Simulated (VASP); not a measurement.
# Pb (P6_3/mmc) in VASP: single point with PBEsol

Aim: the single point of Pb with PBEsol.

All numbers are computed with VASP 6.6.1; they aren't measurements. Logs are shortened: lines on timing, memory, paths and dates and some standing lists are left out, and cuts for length are marked.

**1. The cell of the first run**

The structure is hexagonal, space group P6_3/mmc (No. 194). The conventional cell has a = 3.524 Å, b = 3.524 Å, c = 11.495 Å, α = 90.00°, β = 90.00°, γ = 120.00°. Within 4.6 Å of Pb (site symmetry -6m2) lie 12 Pb at 3.52 Å. Pb (site symmetry -3m) has 12 Pb at 3.52 Å within 4.6 Å.

This isn't the form of Pb at room conditions, which is fcc.

**2. Single point, PBEsol, non-collinear spin, zero start, spin-orbit coupling**

Contents of INCAR:

```
SYSTEM = Pb
ALGO = Normal
EDIFF = 1E-6
ENCUT = 520
GGA = PS
GGA_COMPAT = .FALSE.
ISIF = 2
ISMEAR = -1
LASPH = .TRUE.
LCHARG = .FALSE.
LORBIT = 11
LORBMOM = .TRUE.
LREAL = .FALSE.
LSORBIT = .TRUE.
LWAVE = .FALSE.
MAGMOM = 0 0 0 0 0 0 0 0 0 0 0 0
NBANDS = 70
NELM = 150
PREC = Accurate
SIGMA = 0.05
```

Contents of KPOINTS:

```
k-points
0
G
  9 9 3
  0 0 0
```

Contents of POSCAR:

```
Pb
1.0
    3.5243661423      0.0000000000      0.0000000000
   -1.7621830712      3.0521906115      0.0000000000
    0.0000000000      0.0000000000     11.4952418100
Pb
4
Direct
    0.6666666667      0.3333333333      0.7500000000
    0.0000000000      0.0000000000      0.5000000000
    0.3333333333      0.6666666667      0.2500000000
    0.0000000000      0.0000000000      0.0000000000
```

Potentials or basis: VASP PAW PBE potentials, release 64 (Pb_d).

Started as:

```sh
> cat potpaw_PBE.64/Pb_d/POTCAR > POTCAR
> mpirun -np 1 vasp_ncl > vasp.out
```

OUTCAR:

```text
SYSTEM = Pb
   EDIFF = 1E-6
   ENCUT = 520
   GGA = PS
   ISIF = 2
   ISMEAR = -1
   LASPH = .TRUE.
   LORBIT = 11
   LREAL = .FALSE.
   LSORBIT = .TRUE.
   NELM = 150
   PREC = Accurate

 ion  position               nearest neighbor table
   1  0.667  0.333  0.750-   2 3.52   4 3.52   2 3.52   4 3.52   2 3.52   4 3.52
   2  0.000  0.000  0.500-   1 3.52   3 3.52   1 3.52   3 3.52   1 3.52   3 3.52
   3  0.333  0.667  0.250-   2 3.52   4 3.52   2 3.52   4 3.52   2 3.52   4 3.52
   4  0.000  0.000  0.000-   1 3.52   3 3.52   1 3.52   3 3.52   1 3.52   3 3.52

  LATTYP: Found a hexagonal cell.
 ALAT       =     3.5243661423
 C/A-ratio  =     3.2616480087

  Lattice vectors:

 A1 = (   3.5243661423,   0.0000000000,   0.0000000000)
 A2 = (  -1.7621830712,   3.0521906115,   0.0000000000)
 A3 = (   0.0000000000,   0.0000000000,  11.4952418100)

Analysis of symmetry for initial positions (statically):
=====================================================================
 Subroutine PRICEL returns:
 Original cell was already a primitive cell.

 Routine SETGRP: Setting up the symmetry group for a
 hexagonal supercell.

 Subroutine GETGRP returns: Found 24 space group operations
 (whereof 12 operations were pure point group operations)
 out of a pool of 24 trial point group operations.

The static configuration has the point symmetry D_3d.
 The point group associated with its full space group is D_6h.

Analysis of symmetry for dynamics (positions and initial velocities):
=====================================================================
 Subroutine PRICEL returns:
 Original cell was already a primitive cell.

 Routine SETGRP: Setting up the symmetry group for a
 hexagonal supercell.

 Subroutine GETGRP returns: Found 24 space group operations
 (whereof 12 operations were pure point group operations)
 out of a pool of 24 trial point group operations.

The dynamic configuration has the point symmetry D_3d.
 The point group associated with its full space group is D_6h.

Analysis of structural, dynamic, and magnetic symmetry:
=====================================================================
 Subroutine PRICEL returns:
 Original cell was already a primitive cell.

 Routine SETGRP: Setting up the symmetry group for a
 hexagonal supercell.

 Subroutine GETGRP returns: Found 24 space group operations
 (whereof 12 operations were pure point group operations)
 out of a pool of 24 trial point group operations.

The overall configuration has the point symmetry D_3d.
 The point group associated with its full space group is D_6h.

 Subroutine INISYM returns: Found 24 space group operations
 (whereof 12 operations are pure point group operations),
 and found     1 'primitive' translations

----------------------------------------------------------------------------------------

                                     Primitive cell

[... 1889 lines left out ...]

  energy  without entropy=      -18.1417341762  energy(sigma->0) =      -18.14819717

 orbital moment (x)

 # of ion     p       d       tot
 ----------------------------------------
  1         0.000  -0.000   0.000
  2         0.000   0.000   0.000
  3         0.000  -0.000   0.000
  4        -0.000  -0.000  -0.000
 ----------------------------------------
            0.000  -0.000   0.000

 orbital moment (y)

 # of ion     p       d       tot
 ----------------------------------------
  1         0.000   0.000   0.000
  2        -0.000  -0.000  -0.000
  3         0.000   0.000   0.000
  4        -0.000   0.000   0.000
 ----------------------------------------
            0.000  -0.000   0.000

 orbital moment (z)

 # of ion     p       d       tot
 ----------------------------------------
  1         0.000   0.000   0.000
  2         0.000  -0.000  -0.000
  3         0.000   0.000   0.000
  4        -0.000  -0.000  -0.000
 ----------------------------------------
            0.000   0.000   0.000

 Spin-Orbit-Coupling matrix elements

 Ion:    1  E_soc:     -1.1236465
 l=   1
     0.0000000    -0.1189304    -0.1209848
    -0.1189304     0.0000000    -0.1189304
    -0.1209848    -0.1189304     0.0000000
 l=   2
     0.0000000    -0.0134937     0.0000000    -0.0134937    -0.0541911
    -0.0134937     0.0000000    -0.0406512    -0.0135093    -0.0134937
     0.0000000    -0.0406512     0.0000000    -0.0406512     0.0000000
    -0.0134937    -0.0135093    -0.0406512     0.0000000    -0.0134937
    -0.0541911    -0.0134937     0.0000000    -0.0134937     0.0000000
 l=   3
     0.0000000     0.0000000     0.0000000     0.0000000     0.0000000     0.0000000     0.0000000
     0.0000000     0.0000000     0.0000000     0.0000000     0.0000000     0.0000000     0.0000000
     0.0000000     0.0000000     0.0000000     0.0000000     0.0000000     0.0000000     0.0000000
     0.0000000     0.0000000     0.0000000     0.0000000     0.0000000     0.0000000     0.0000000
[... 49 lines left out ...]
 l=   2
     0.0000000    -0.0134980     0.0000000    -0.0134980    -0.0541401
    -0.0134980     0.0000000    -0.0406332    -0.0134562    -0.0134980
     0.0000000    -0.0406332     0.0000000    -0.0406332     0.0000000
    -0.0134980    -0.0134562    -0.0406332     0.0000000    -0.0134980
    -0.0541401    -0.0134980     0.0000000    -0.0134980     0.0000000
 l=   3
     0.0000000     0.0000000     0.0000000     0.0000000     0.0000000     0.0000000     0.0000000
     0.0000000     0.0000000     0.0000000     0.0000000     0.0000000     0.0000000     0.0000000
     0.0000000     0.0000000     0.0000000     0.0000000     0.0000000     0.0000000     0.0000000
     0.0000000     0.0000000     0.0000000     0.0000000     0.0000000     0.0000000     0.0000000
     0.0000000     0.0000000     0.0000000     0.0000000     0.0000000     0.0000000     0.0000000
     0.0000000     0.0000000     0.0000000     0.0000000     0.0000000     0.0000000     0.0000000
     0.0000000     0.0000000     0.0000000     0.0000000     0.0000000     0.0000000     0.0000000

 total charge

# of ion       s       p       d       tot
------------------------------------------
    1        1.387   0.746   9.808  11.942
    2        1.384   0.750   9.808  11.943
    3        1.387   0.746   9.808  11.942
    4        1.384   0.750   9.808  11.943
--------------------------------------------------
tot          5.543   2.993  39.233  47.769

 magnetization (x)

# of ion       s       p       d       tot
------------------------------------------
    1        0.000   0.000   0.000   0.000
    2        0.000   0.000   0.000   0.000
    3        0.000   0.000  -0.000   0.000
    4       -0.000  -0.000   0.000  -0.000
--------------------------------------------------
tot         -0.000   0.000  -0.000   0.000

 magnetization (y)

# of ion       s       p       d       tot
------------------------------------------
    1       -0.000   0.000   0.000  -0.000
    2        0.000   0.000  -0.000  -0.000
    3        0.000   0.000   0.000   0.000
    4       -0.000   0.000   0.000  -0.000
--------------------------------------------------
tot         -0.000   0.000   0.000  -0.000

 magnetization (z)

# of ion       s       p       d       tot
------------------------------------------
    1        0.000   0.000   0.000   0.000
    2       -0.000  -0.000   0.000  -0.000
    3        0.000   0.000   0.000   0.000
    4       -0.000   0.000  -0.000  -0.000
--------------------------------------------------
tot         -0.000  -0.000  -0.000  -0.000
```

OSZICAR:

```text
N       E                     dE             d eps       ncg     rms          rms(c)
DAV:   1     0.752986101031E+03    0.75299E+03   -0.26314E+04  3360   0.195E+03
DAV:   2     0.815449550827E+02   -0.67144E+03   -0.65788E+03  3360   0.555E+02
DAV:   3    -0.116600915837E+02   -0.93205E+02   -0.90419E+02  3738   0.251E+02
DAV:   4    -0.179658526104E+02   -0.63058E+01   -0.61982E+01  4100   0.680E+01
DAV:   5    -0.181977067320E+02   -0.23185E+00   -0.23153E+00  4754   0.126E+01    0.112E+00
DAV:   6    -0.181650007809E+02    0.32706E-01   -0.13898E-01  4502   0.399E+00    0.502E-01
DAV:   7    -0.181564172196E+02    0.85836E-02   -0.26549E-02  4044   0.179E+00    0.288E-01
DAV:   8    -0.181551554229E+02    0.12618E-02   -0.19180E-03  4984   0.362E-01    0.861E-02
DAV:   9    -0.181546650805E+02    0.49034E-03   -0.36875E-04  3866   0.269E-01    0.102E-02
DAV:  10    -0.181546636732E+02    0.14074E-05   -0.23255E-05  4050   0.747E-02    0.449E-03
DAV:  11    -0.181546606976E+02    0.29756E-05   -0.28453E-06  3450   0.244E-02    0.236E-03
DAV:  12    -0.181546601584E+02    0.53922E-06   -0.46395E-07  2096   0.934E-03
   1 F= -.18154660E+02 E0= -.18148197E+02  d E =-.129260E-01  mag=    -0.0000     0.0000     0.0000
```

It took 8.4 min on 1 thread of Oxide Virtual Turin-like, shared host; peak memory 0.63 GiB.

Results:

- Free energy: -18.1547 eV
- Pressure: -1.5 GPa
- Net moment: 0.00 μB per cell
- Valence electrons inside the program's atomic spheres: Pb 11.94

Stress tensor (GPa, compression positive):
```
-1.55  0.00  0.00
 0.00 -1.55  0.00
 0.00  0.00 -1.45
```

Moments on the atoms (μB; x, y, z):
```
Pb  0.00 0.00 0.00
Pb  0.00 0.00 0.00
Pb  0.00 0.00 0.00
Pb  0.00 0.00 0.00
```

Caveat: the PAW data sets were made with another functional, which shifts forces and pressure a little.
